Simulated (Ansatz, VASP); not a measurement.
**MgZnTe3 in VASP and in Ansatz**

```
Mg Zn Te
1.0
     5.24392    0.00000    0.00000
     0.00000    5.24392    0.00000
     0.00000    0.00000    5.24392
Mg Zn Te
1 1 3
Direct
  0.00000 0.00000 0.00000
  0.50000 0.50000 0.50000
  0.00000 0.50000 0.50000
  0.50000 0.50000 0.00000
  0.50000 0.00000 0.50000
```

Change from the starting cell: species swapped into the ZrBRh3 type (Pm-3m, No. 221).

Alike in both runs: task relaxation of cell and atoms; functional PBE; k mesh 8 × 8 × 8; occupations gaussian, width 0.1 eV; no spin polarisation.

|  | VASP | Ansatz |
| --- | --- | --- |
| version | VASP 6.6.1 | Ansatz 0.2.0 |
| potentials or method | VASP PAW PBE potentials, release 64 (Mg, Zn, Te), cutoff 600 eV | scalar-relativistic, plane waves, PAW |
| valence electrons in the cell | 32 | 70 |

|  | VASP | Ansatz | Ansatz less VASP |
| --- | --- | --- | --- |
| gap on the k mesh at the Fermi level, each at its own relaxed structure (eV) | none | none | - |
| relaxed volume (Å³/atom) | 30.36 | 30.36 | +0.001 |
| relaxed cell length with the largest relative difference (Å) | 5.335 | 5.335 | 0.0000 |

A gap of «none» marks a metal or a gap that the smearing closes. VASP's potentials hold 32 valence electrons a cell and Ansatz's 70, so a difference there can come from the potentials and not from the codes.

Neither program's run includes spin-orbit coupling.
